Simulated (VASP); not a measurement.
# V (Im-3m) in VASP: a series of runs

V is run at these levels: PBEsol; tasks: single point, relaxation of cell and atoms.

Everything below comes from runs of VASP 6.6.1. Logs are shortened: lines on timing, memory, paths and dates and some standing lists are left out, and cuts for length are marked.

### Step 1. The cell of the first run

It takes space group Im-3m (No. 229, cubic). Conventional cell: a = 2.959 Å, b = 2.959 Å, c = 2.959 Å, α = 90.00°, β = 90.00°, γ = 90.00°. Within 3.4 Å of V (site symmetry m-3m) lie 14 V at 2.56 to 2.96 Å.

### Step 2. Single point, PBEsol, collinear spin, ferromagnetic start

Contents of INCAR:

```
SYSTEM = V
PREC     = Accurate       ! precision mode
ENCUT    = 500            ! plane-wave cutoff, eV
EDIFF    = 1E-6           ! SCF threshold, eV
ISMEAR   = 1              ! smearing method
SIGMA    = 0.02           ! smearing width, eV
LREAL    = .FALSE.        ! projectors in reciprocal space
LASPH    = .TRUE.         ! aspherical terms in the spheres
NELM     = 200            ! most SCF steps
ALGO     = Normal         ! electronic algorithm
ISIF     = 2              ! what is computed and relaxed
LWAVE    = .FALSE.        ! write WAVECAR
LCHARG   = .FALSE.        ! write CHGCAR
ISPIN    = 2              ! spin polarisation
MAGMOM   = 1.5            ! initial moments
LORBIT   = 11             ! projections on sites
LMAXMIX  = 4              ! l up to which the mixer works
GGA      = PS             ! functional
NBANDS   = 16             ! bands
GGA_COMPAT= .FALSE.
```

Contents of KPOINTS:

```
Automatic mesh
0
G
  11 11 11
  0 0 0
```

Contents of POSCAR:

```
V
1.0
   -1.4796283718      1.4796283718      1.4796283718
    1.4796283718     -1.4796283718      1.4796283718
    1.4796283718      1.4796283718     -1.4796283718
V
1
Direct
    0.0000000000      0.0000000000      0.0000000000
```

Potentials or basis: VASP PAW PBE potentials, release 64 (V_sv).

Command:

```
$ cat potpaw_PBE.64/V_sv/POTCAR > POTCAR
$ mpirun -np 1 vasp_std > vasp.out
```

OUTCAR:

```text
SYSTEM = V
   PREC = Accurate
   ENCUT = 500
   EDIFF = 1E-6
   ISMEAR = 1
   LREAL = .FALSE.
   LASPH = .TRUE.
   NELM = 200
   ISIF = 2
   ISPIN = 2
   LORBIT = 11
   GGA = PS

 ion  position               nearest neighbor table
   1  0.000  0.000  0.000-

  LATTYP: Found a body centered cubic cell.
 ALAT       =     2.9592567436

  Lattice vectors:

 A1 = (  -1.4796283718,   1.4796283718,   1.4796283718)
 A2 = (   1.4796283718,  -1.4796283718,   1.4796283718)
 A3 = (   1.4796283718,   1.4796283718,  -1.4796283718)

Analysis of symmetry for initial positions (statically):
=====================================================================
 Subroutine PRICEL returns:
 Original cell was already a primitive cell.

 Routine SETGRP: Setting up the symmetry group for a
 body centered cubic supercell.

 Subroutine GETGRP returns: Found 48 space group operations
 (whereof 48 operations were pure point group operations)
 out of a pool of 48 trial point group operations.

The static configuration has the point symmetry O_h .

Analysis of symmetry for dynamics (positions and initial velocities):
=====================================================================
 Subroutine PRICEL returns:
 Original cell was already a primitive cell.

 Routine SETGRP: Setting up the symmetry group for a
 body centered cubic supercell.

 Subroutine GETGRP returns: Found 48 space group operations
 (whereof 48 operations were pure point group operations)
 out of a pool of 48 trial point group operations.

The dynamic configuration has the point symmetry O_h .

Analysis of structural, dynamic, and magnetic symmetry:
=====================================================================
 Subroutine PRICEL returns:
 Original cell was already a primitive cell.

 Routine SETGRP: Setting up the symmetry group for a
 body centered cubic supercell.

 Subroutine GETGRP returns: Found 48 space group operations
 (whereof 48 operations were pure point group operations)
 out of a pool of 48 trial point group operations.

The overall configuration has the point symmetry O_h .

 Subroutine INISYM returns: Found 48 space group operations
 (whereof 48 operations are pure point group operations),
 and found     1 'primitive' translations

----------------------------------------------------------------------------------------

                                     Primitive cell

  volume of cell :      12.9574

  direct lattice vectors                    reciprocal lattice vectors
    -1.479628372  1.479628372  1.479628372     0.000000000  0.337922690  0.337922690
     1.479628372 -1.479628372  1.479628372     0.337922690  0.000000000  0.337922690
     1.479628372  1.479628372 -1.479628372     0.337922690  0.337922690  0.000000000

  length of vectors
     2.562791516  2.562791516  2.562791516     0.477894852  0.477894852  0.477894852

  position of ions in fractional coordinates (direct lattice)
     0.000000000  0.000000000  0.000000000

  ion indices of the primitive-cell ions
   primitive index   ion index
                 1           1

----------------------------------------------------------------------------------------

 KPOINTS: Automatic mesh

Automatic generation of k-mesh.
 Grid dimensions read from file:
 generate k-points for:   11   11   11

 Generating k-lattice:

  Cartesian coordinates                     Fractional coordinates (reciprocal lattice)
     0.000000000  0.030720245  0.030720245     0.090909091  0.000000000  0.000000000
     0.030720245  0.000000000  0.030720245     0.000000000  0.090909091  0.000000000
     0.030720245  0.030720245  0.000000000     0.000000000  0.000000000  0.090909091

  Length of vectors
     0.043444987  0.043444987  0.043444987

  Shift w.r.t. Gamma in fractional coordinates (k-lattice)
     0.000000000  0.000000000  0.000000000

 Subroutine IBZKPT returns following result:
 ===========================================

 Found     56 irreducible k-points:

 Following reciprocal coordinates:
            Coordinates               Weight
  0.000000  0.000000  0.000000      1.000000
  0.090909  0.000000  0.000000     12.000000
  0.181818  0.000000  0.000000     12.000000
  0.272727  0.000000  0.000000     12.000000
  0.363636  0.000000  0.000000     12.000000
  0.454545  0.000000  0.000000     12.000000
[... 16 lines left out ...]
  0.272727  0.181818  0.090909     48.000000
  0.363636  0.181818  0.090909     24.000000
 [... further k-points ...]
   k-points           NKPTS =     56   k-points in BZ     NKDIM =     56   number of bands    NBANDS=     16
   number of dos      NEDOS =    301   number of ions     NIONS =      1
   total plane-waves  NPLWV =   8000
   dimension x,y,z NGX =    20 NGY =   20 NGZ =   20
   dimension x,y,z NGXF=    40 NGYF=   40 NGZF=   40
   ions per type =               1
   NGX,Y,Z   is equivalent  to a cutoff of  12.97, 12.97, 12.97 a.u.
   NGXF,Y,Z  is equivalent  to a cutoff of  25.95, 25.95, 25.95 a.u.
 SYSTEM =  V
   PREC   = accura    normal or accurate (medium, high low for compatibility)
   ISTART =      0    job   : 0-new  1-cont  2-samecut
   ICHARG =      2    charge: 1-file 2-atom 10-const
   ISPIN  =      2    spin polarized calculation?
   LNONCOLLINEAR =      F non collinear calculations
   LSORBIT =      F    spin-orbit coupling
   LASPH  =      T    aspherical Exc in radial PAW
   ENCUT  =  500.0 eV  36.75 Ry    6.06 a.u.   4.67  4.67  4.67*2*pi/ulx,y,z
   NELM   =    200;   NELMIN=  2; NELMDL= -5     # of ELM steps
   EDIFF  = 0.1E-05   stopping-criterion for ELM
   LREAL  =      F    real-space projection
   EDIFFG = 0.1E-04   stopping-criterion for IOM
   NSW    =      0    number of steps for IOM
   IBRION =     -1    ionic relax: 0-MD 1-quasi-New 2-CG
   NFREE  =      0    steps in history (QN), initial steepest desc. (CG)
   ISIF   =      2    stress and relaxation
   ISYM   =      2    0-nonsym 1-usesym 2-fastsym
   POTIM  = 0.5000    time-step for ionic-motion
   TEBEG  =    0.0;   TEEND  =   0.0 temperature during run
   PSTRESS=    0.0 pullay stress
   NELECT =      13.0000    total number of electrons
   NUPDOWN=      -1.0000    fix difference up-down
   EMIN   =  10.00;   EMAX   =-10.00  energy-range for DOS
   EFERMI =   0.00;   METHOD = LEGACY
   ISMEAR =     1;   SIGMA  =   0.02  broadening in eV -4-tet -1-fermi 0-gaus
   EFERMI_NEDOS =   21; number of points for ismear=-14 and -15
   IALGO  =     38    algorithm
   IMIX   =      4    mixing-type and parameters
     AMIX     =   0.40;   BMIX     =  1.00
     AMIX_MAG =   1.60;   BMIX_MAG =  1.00
  volume/ion in A,a.u.               =      12.96        87.44
  Fermi-wavevector in a.u.,A,eV,Ry     =   1.638891  3.097054 36.544738  2.685962
  Thomas-Fermi vector in A             =   2.729788
   LORBIT       =     11    0 simple, 1 ext, 2 COOP (PROOUT), +10 PAW based schemes
   GGA     = PS    functional components
   LHFCALC =     F    Hartree Fock is set to
   AEXX    =    0.0000 exact exchange contribution
   IVDW    =     0    specifies the selected vdW correction
   LEPSILON=     F    determine dielectric tensor
   LRPA    =     F    only Hartree local field effects (RPA)
 spin polarized calculation
 Methfessel and Paxton  Order N= 1 SIGMA  =   0.02
  energy-cutoff  :      500.00
  volume of cell :       12.96
 maximum number of plane-waves:       341
   NGX =  9   NGY =  9   NGZ =  9

 number of electron      13.0000002 magnetization      -0.0198473

 number of electron      13.0000002 magnetization       0.0007829

 Free energy of the ion-electron system (eV)
  ---------------------------------------------------
  ext. energy  EPLUGINS =         0.00000000
  ---------------------------------------------------
  free energy    TOTEN  =        -9.63317349 eV

  energy without entropy =       -9.63317686  energy(sigma->0) =       -9.63317461

 E-fermi :  10.0155     XC(G=0): -13.2744

 val. band max:       10.0040045060   @ k =  -0.3636   0.3636   0.0909
 cond. band min:      10.0851904286   @ k =   0.3636   0.1818   0.0000
 fundamental gap:      0.0811859226
 Fermi energy:        10.0155272023

 spin component 1

 k-point     1 :       0.0000    0.0000    0.0000
  band No.  band energies     occupation
      1     -53.3970      1.00000
      2     -26.7300      1.00000
      3     -26.7300      1.00000
      4     -26.7300      1.00000
      5       3.3716      1.00000
      6      10.4590      0.00000
[... 8 lines left out ...]
     15      38.2616      0.00000
     16      42.7820      0.00000

 k-point     2 :       0.0909    0.0000    0.0000
  band No.  band energies     occupation
      1     -53.3787      1.00000
      2     -26.8155      1.00000
      3     -26.7558      1.00000
      4     -26.7307      1.00000
      5       3.7151      1.00000
      6      10.3107     -0.00000
[... 8 lines left out ...]
     15      38.7668      0.00000
     16      40.1774      0.00000

 k-point     3 :       0.1818    0.0000    0.0000
  band No.  band energies     occupation
      1     -53.3294      1.00000
      2     -27.0412      1.00000
      3     -26.8247      1.00000
      4     -26.7327      1.00000
      5       4.6578      1.00000
      6       9.9321      1.00000
[... 8 lines left out ...]
     15      37.1488      0.00000
     16      37.9846      0.00000
[... 362 lines left out ...]
 k-point    23 :       0.2727    0.1818    0.0909
  band No.  band energies     occupation
      1     -53.1630      1.00000
      2     -27.5697      1.00000
      3     -27.1196      1.00000
      4     -26.8885      1.00000
      5       7.9312      1.00000
      6       8.7637      1.00000
[... 8 lines left out ...]
     15      40.2390      0.00000
     16      42.8550      0.00000

 k-point    24 :       0.3636    0.1818    0.0909
  band No.  band energies     occupation
      1     -53.1497      1.00000
      2     -27.5730      1.00000
      3     -27.1871      1.00000
      4     -26.8955      1.00000
      5       7.8908      1.00000
      6       8.7117      1.00000
[... 8 lines left out ...]
     15      40.0856      0.00000
     16      43.0301      0.00000

 [... further k-points ...]

 spin component 2

 k-point     1 :       0.0000    0.0000    0.0000
  band No.  band energies     occupation
      1     -53.3966      1.00000
      2     -26.7297      1.00000
      3     -26.7297      1.00000
      4     -26.7297      1.00000
      5       3.3727      1.00000
      6      10.4589      0.00000
[... 8 lines left out ...]
     15      38.2638      0.00000
     16      42.7820      0.00000

 k-point     2 :       0.0909    0.0000    0.0000
  band No.  band energies     occupation
      1     -53.3783      1.00000
      2     -26.8152      1.00000
      3     -26.7555      1.00000
      4     -26.7303      1.00000
      5       3.7162      1.00000
      6      10.3106     -0.00000
[... 8 lines left out ...]
     15      38.7686      0.00000
     16      40.1776      0.00000

 k-point     3 :       0.1818    0.0000    0.0000
  band No.  band energies     occupation
      1     -53.3289      1.00000
      2     -27.0409      1.00000
      3     -26.8244      1.00000
      4     -26.7323      1.00000
      5       4.6589      1.00000
      6       9.9320      1.00000
[... 8 lines left out ...]
     15      37.1490      0.00000
     16      37.9851      0.00000
[... 362 lines left out ...]
 k-point    23 :       0.2727    0.1818    0.0909
  band No.  band energies     occupation
      1     -53.1626      1.00000
      2     -27.5694      1.00000
      3     -27.1192      1.00000
      4     -26.8881      1.00000
      5       7.9317      1.00000
      6       8.7639      1.00000
[... 8 lines left out ...]
     15      40.2399      0.00000
     16      42.8557      0.00000

 k-point    24 :       0.3636    0.1818    0.0909
  band No.  band energies     occupation
      1     -53.1493      1.00000
      2     -27.5726      1.00000
      3     -27.1867      1.00000
      4     -26.8952      1.00000
      5       7.8913      1.00000
      6       8.7118      1.00000
[... 8 lines left out ...]
     15      40.0865      0.00000
     16      43.0307      0.00000

 [... further k-points ...]

------------------------ aborting loop because EDIFF is reached ----------------------------------------

  FORCE on cell =-STRESS in cart. coord.  units (eV):
  Direction    XX          YY          ZZ          XY          YZ          ZX
  --------------------------------------------------------------------------------------
  -------------------------------------------------------------------------------------
  Total        0.0120666      0.0120666      0.0120666     -0.0000000     -0.0000000      0.0000000
  in kB        1.4920247      1.4920247      1.4920247     -0.0000000     -0.0000000      0.0000000
  external PRESSURE =       1.4920247 kB  Pullay stress =       0.0000000 kB

 VOLUME and BASIS-vectors are now :
 -----------------------------------------------------------------------------
  energy-cutoff  :      500.00
  volume of cell :       12.96
      direct lattice vectors                 reciprocal lattice vectors
    -1.479628372  1.479628372  1.479628372     0.000000000  0.337922690  0.337922690
     1.479628372 -1.479628372  1.479628372     0.337922690  0.000000000  0.337922690
     1.479628372  1.479628372 -1.479628372     0.337922690  0.337922690  0.000000000

 POSITION                                       TOTAL-FORCE (eV/Angst)
 -----------------------------------------------------------------------------------
      0.00000      0.00000      0.00000        -0.000000     -0.000000     -0.000000
 -----------------------------------------------------------------------------------
    total drift:                                0.000000     -0.000000      0.000000

  FREE ENERGIE OF THE ION-ELECTRON SYSTEM (eV)
  ---------------------------------------------------
  free  energy   TOTEN  =        -9.6331734870 eV

  energy  without entropy=       -9.6331768642  energy(sigma->0) =       -9.63317461

 total charge

# of ion       s       p       d       tot
------------------------------------------
    1        2.356   6.238   3.130  11.725

 magnetization (x)

# of ion       s       p       d       tot
------------------------------------------
    1        0.000   0.000   0.000   0.000
```

Wall time 15 s (1 thread of Intel Xeon Platinum 8488C (Sapphire Rapids), shared host); peak memory 0.14 GiB.

Results:

```yaml
Free_energy: -9.6332 eV
Pressure: 0.1 GPa
Net_moment: 0.00 μB per cell
Valence_electrons_inside_the_program's_atomic_spheres: V 11.72
```

Caveat: the PAW data sets were made with another functional, which shifts forces and pressure a little.

### Step 3. Relaxation of cell and atoms, PBEsol, collinear spin, ferromagnetic start

This run uses another cell than the first one, of 13.89 Å³/atom.

Contents of INCAR:

```
SYSTEM = V
  ALGO = Normal
  EDIFF = 1E-7
  EDIFFG = -0.03
  ENCUT = 500
  GGA = PS
  GGA_COMPAT = .FALSE.
  IBRION = 2
  ISIF = 3
  ISMEAR = 1
  ISPIN = 2
  LASPH = .TRUE.
  LCHARG = .FALSE.
  LMAXMIX = 4
  LORBIT = 11
  LREAL = .FALSE.
  LWAVE = .FALSE.
  MAGMOM = 1.5
  NELM = 200
  NELMIN = 4
  NSW = 80
  PREC = Accurate
  SIGMA = 0.02
```

Contents of KPOINTS:

```
k-points
0
G
  11 11 11
  0 0 0
```

Contents of POSCAR:

```
V
1.0
   -1.5143500000      1.5143500000      1.5143500000
    1.5143500000     -1.5143500000      1.5143500000
    1.5143500000      1.5143500000     -1.5143500000
V
1
Direct
    0.0000000000      0.0000000000      0.0000000000
```

Potentials or basis: VASP PAW PBE potentials, release 64 (V_sv).

Command:

```
$ cat potpaw_PBE.64/V_sv/POTCAR > POTCAR
$ mpirun -np 1 vasp_std > vasp.out
```

It took 41 s on 1 thread of Intel Xeon Platinum 8488C (Sapphire Rapids), shared host; peak memory 0.14 GiB.

Results (log left out):

| Quantity | Value |
| --- | --- |
| Free energy | -9.6338 eV |
| Relaxed volume | 12.98 Å³/atom |
| Relaxed cell | a = 2.564 Å, b = 2.564 Å, c = 2.564 Å, α = 109.47°, β = 109.47°, γ = 109.47° |
| Space group after relaxing (to 0.1 Å) | Im-3m (No. 229) |
| Energy gained by relaxing | 37.4 meV/atom |
| Ionic steps | 4 |
| Pressure after relaxing | 0.0 GPa |
| Net moment | 0.00 μB per cell |
| Valence electrons inside the program's atomic spheres | V 11.72 |

Step by step:
```tsv
step	energy change (eV)	largest force (eV/Å)	pressure (GPa)	volume (Å³)
1	0.0000	0.0000	-12.32	13.89
2	0.0347	0.0000	21.43	11.85
3	-0.0374	0.0000	-0.49	13.01
4	-0.0374	0.0000	-0.01	12.98
```

Final structure:
```cif
data_structure
_symmetry_space_group_name_H-M 'P 1'
_symmetry_Int_Tables_number 1
_cell_length_a 2.5641
_cell_length_b 2.5641
_cell_length_c 2.5641
_cell_angle_alpha 109.471
_cell_angle_beta 109.471
_cell_angle_gamma 109.471
_cell_volume 12.98
loop_
_atom_site_label
_atom_site_type_symbol
_atom_site_fract_x
_atom_site_fract_y
_atom_site_fract_z
_atom_site_occupancy
V1 V 0.00000 0.00000 0.00000 1
```

Levels at points of the mesh, in eV from the Fermi level:
Spin up:
```csv
k point,band 3,band 4,band 5,band 6,band 7,band 8,band 9,band 10
"(0.00, 0.00, 0.00)",-36.75,-36.75,-6.64,0.44,0.44,0.44,2.54,2.54
```
Spin down:
| k point | band 3 | band 4 | band 5 | band 6 | band 7 | band 8 | band 9 | band 10 |
| --- | --- | --- | --- | --- | --- | --- | --- | --- |
| (0.00, 0.00, 0.00) | -36.75 | -36.75 | -6.64 | 0.44 | 0.44 | 0.44 | 2.54 | 2.54 |

Caveat: the PAW data sets were made with another functional, which shifts forces and pressure a little.
